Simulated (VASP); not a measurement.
## KCl (Sylvite): single point with PBE

KCl (Sylvite):

```xyz
2
Lattice="0.0000 3.1465 3.1465 3.1465 0.0000 3.1465 3.1465 3.1465 0.0000" Properties=species:S:1:pos:R:3 pbc="T T T"
K     0.2865    3.2123    3.1423
Cl    3.1564    3.0642    3.0751
```

```json
{
 "Program": "VASP 6.6.1",
 "Task": "single point",
 "Functional": "PBE",
 "Potentials or basis": "VASP PAW PBE potentials, release 64 (K_sv, Cl)",
 "Cutoff": "500 eV",
 "k mesh": "4 × 4 × 4",
 "Occupations": "gaussian, width 0.01 eV",
 "Spin": "no spin polarisation"
}
```

```
Pressure               : 1.5 GPa
Largest force          : 0.496 eV/Å
Band gap on the k mesh : 5.21 eV, direct
```

Forces on the atoms (eV/Å):
```
K   -0.453 -0.185 -0.076
Cl   0.453  0.185  0.076
```

Stress tensor (GPa, compression positive):
```
 2.69 -0.29 -0.13
-0.29  1.16 -0.06
-0.13 -0.06  0.71
```

Levels at points of the mesh, in eV from the valence-band top:
```
           k point  band 6  band 7  band 8  band 9  band 10  band 11
(0.00, 0.00, 0.00)   -0.01   -0.01    0.00    5.21     8.42     8.51
(0.50, 0.00, 0.00)   -1.01   -0.28   -0.25    7.52     8.50    10.30
(0.00, 0.50, 0.00)   -1.02   -0.29   -0.26    7.53     8.53    10.29
(0.00, 0.00, 0.50)   -1.02   -0.30   -0.28    7.57     8.61    10.29
(0.50, 0.50, 0.50)   -1.02   -0.31   -0.30    7.61     8.70    10.39
(0.50, 0.50, 0.00)   -0.63   -0.24   -0.20    6.71     8.28    10.03
(0.00, 0.50, 0.50)   -0.60   -0.21   -0.20    6.61     8.37     9.33
(0.50, 0.00, 0.50)   -0.62   -0.24   -0.19    6.69     8.31     9.79
```

It took 11 s on 1 thread of Intel(R) Xeon(R) 6975P-C (Granite Rapids), on a shared host, peak memory 0.18 GiB.

Caveat: the k points lie up to 0.43 Å⁻¹ apart. A hybrid or GW would open this gap; PBE tends to underestimate it.
